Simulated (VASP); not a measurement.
A run of VASP 6.6.1 is set up as follows.

INCAR

```
PREC     = Accurate       # precision mode
ENCUT    = 520            # plane-wave cutoff, eV
EDIFF    = 1E-6           # SCF threshold, eV
ISMEAR   = 0              # smearing method
SIGMA    = 0.15           # smearing width, eV
LREAL    = False          # projectors in reciprocal space
LASPH    = True           # aspherical terms in the spheres
NELM     = 100            # most SCF steps
ALGO     = Normal         # electronic algorithm
ISIF     = 2              # what is computed and relaxed
LWAVE    = False          # write WAVECAR
LCHARG   = True           # write CHGCAR
GGA      = PE             # functional
IVDW     = 12             # dispersion correction
LELF     = True           # ELF
LVHAR    = True         
NBANDS   = 16             # bands
```

KPOINTS

```
Automatic mesh
0
Gamma
  24 24 8
```

Contents of POSCAR:

```
C
1.0
    1.2327689981     -2.1341461166      0.0000000000
    1.2327689981      2.1341461166      0.0000000000
    0.0000000000      0.0000000000      6.7989836842
C
4
Direct
    0.0833101797      0.9166898203      0.7499969754
    0.5833101797      0.4166898203      0.2500030246
    0.9166898203      0.0833101797      0.2500030246
    0.4166898203      0.5833101797      0.7499969754
```

Potentials or basis: VASP PAW PBE potentials, release 64 (C).

The run is started by

```bash
$ cat potpaw_PBE.64/C/POTCAR > POTCAR
$ mpirun -np 1 vasp_std > vasp.out
```

(1) Estimate the band gap on the k mesh.

(2) Estimate the dispersion energy per atom.

## Answers

(1) zero (filled and empty bands touch).

(2) -0.154 eV.
